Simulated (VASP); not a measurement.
# SrCl2: single point with LDA

The system is SrCl2.

```
CELL_PARAMETERS angstrom
0.00000 3.49766 3.49766
3.49766 0.00000 3.49766
3.49766 3.49766 0.00000
ATOMIC_POSITIONS crystal
Sr 0.00000 0.00000 0.00000
Cl 0.75000 0.75000 0.75000
Cl 0.25000 0.25000 0.25000
```

```json
{
  "Program": "VASP 6.6.1",
  "Task": "single point",
  "Functional": "LDA",
  "Potentials or basis": "VASP PAW LDA potentials, release 64 (Sr_sv, Cl)",
  "Cutoff": "520 eV",
  "k mesh": "6 × 6 × 6",
  "Occupations": "gaussian, width 0.01 eV",
  "Spin": "no spin polarisation",
  "Dipole correction": "no",
  "Further INCAR settings": "ALGO = Normal; EDIFF = 1e-07; NBANDS = 19"
}
```

The pressure is -3.0 GPa and the band gap on the k mesh is 4.86 eV, indirect (least direct gap 5.15 eV).

Levels at points of the mesh, in eV from the valence-band top:
| k point | band 8 | band 9 | band 10 | band 11 | band 12 | band 13 | band 14 | band 15 | band 16 | band 17 |
| --- | --- | --- | --- | --- | --- | --- | --- | --- | --- | --- |
| (0.00, 0.00, 0.00) | -2.17 | -2.17 | -0.34 | -0.34 | -0.34 | 4.86 | 5.82 | 5.82 | 8.69 | 8.69 |
| (0.50, 0.00, 0.00) | -1.60 | -1.55 | -1.36 | -1.07 | -1.07 | 6.43 | 6.43 | 7.27 | 7.43 | 8.36 |
| (0.50, 0.50, 0.00) | -1.91 | -1.91 | -0.42 | -0.42 | 0.00 | 5.15 | 6.79 | 7.33 | 7.82 | 7.82 |

Run time: 30 s on 1 thread of Intel(R) Xeon(R) Platinum 8259CL CPU @ 2.50GHz (Skylake/Cascade Lake), on a shared host, peak memory 0.19 GiB.

A k mesh can miss the band edges. A hybrid or GW would open this gap; LDA tends to underestimate it.
